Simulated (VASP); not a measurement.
Here is a VASP 6.6.1 calculation.

INCAR

```
AGGAC = 1.0
AGGAX = 1.0
ALDAC = 0.0
ALDAX = 1.0
ALGO = Normal
EDIFF = 1E-7
EDIFFG = -0.02
ENCUT = 600
GGA = B5
IBRION = 2
ISIF = 3
ISMEAR = -1
LASPH = T
LCHARG = F
LREAL = F
LWAVE = F
NELM = 100
NSW = 80
PREC = Accurate
SIGMA = 0.05
```

KPOINTS

```
k-points
0
Gamma
  10 10 10
```

The input POSCAR:

```
BP
1.0
    0.0000000000      2.2690000000      2.2690000000
    2.2690000000      0.0000000000      2.2690000000
    2.2690000000      2.2690000000      0.0000000000
P B
1 1
Direct
    0.7500000000      0.7500000000      0.7500000000
    0.0000000000      0.0000000000      0.0000000000
```

Potentials or basis: VASP PAW PBE potentials, release 64 (P, B).

Launch:

```console
$ cat potpaw_PBE.64/P/POTCAR potpaw_PBE.64/B/POTCAR > POTCAR
$ mpirun -np 1 vasp_std > vasp.out
```

Q: What does it give for the band gap on the k mesh?

A: 1.58 eV, indirect (least direct gap 3.52 eV).

Q: What does it give for the relaxed cell?

A: a = 3.249 Å, b = 3.249 Å, c = 3.249 Å, α = 60.00°, β = 60.00°, γ = 60.00°.

Q: Estimate the space group after relaxing (to 0.05 Å).

A: F-43m (No. 216).

Q: Estimate the relaxed volume.

A: 12.12 Å³/atom.

Final structure:
```
P B
1.0
     0.00000    2.29711    2.29711
     2.29711    0.00000    2.29711
     2.29711    2.29711    0.00000
P B
1 1
Direct
  0.75000 0.75000 0.75000
  0.00000 0.00000 0.00000
```

Caveat: the PAW data sets were made with another functional, which shifts forces and pressure a little. A k mesh can miss the band edges.
